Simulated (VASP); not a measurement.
A run of VASP 6.6.1 is set up as follows.

INCAR

```
PREC = Accurate
ENCUT = 520
EDIFF = 1E-7
ISMEAR = 0
SIGMA = 0.1
LREAL = False
LASPH = True
NELM = 60
ALGO = Normal
ISIF = 2
LWAVE = False
LCHARG = True
GGA = PE
LELF = True
LVHAR = True
NBANDS = 21
```

The input KPOINTS:

```
Automatic mesh
0
Gamma
  6 6 6
```

Contents of POSCAR:

```
Ge
1.0
    1.4037968172     -3.8655976400      0.0000000000
    1.4037968172      3.8655976400      0.0000000000
    0.0000000000      0.0000000000      3.6885342718
Ge
2
Direct
    0.8614511993      0.1385488007      0.2500000000
    0.1385488007      0.8614511993      0.7500000000
```

Potentials or basis: VASP PAW PBE potentials, release 64 (Ge_d).

Launch:

```sh
$ cat potpaw_PBE.64/Ge_d/POTCAR > POTCAR
$ mpirun -np 1 vasp_std > vasp.out
```

(1) What does it give for the pressure?

(2) What does it give for the band gap on the k mesh?

(3) What does it give for the largest force?

## Answers

(1) 0.0 GPa.

(2) zero (bands 14 and 15 overlap by 4.37 eV).

(3) 0.012 eV/Å.

Caveat: the k points lie up to 0.40 Å⁻¹ apart, too coarse for converged energies and pressures of a metal.
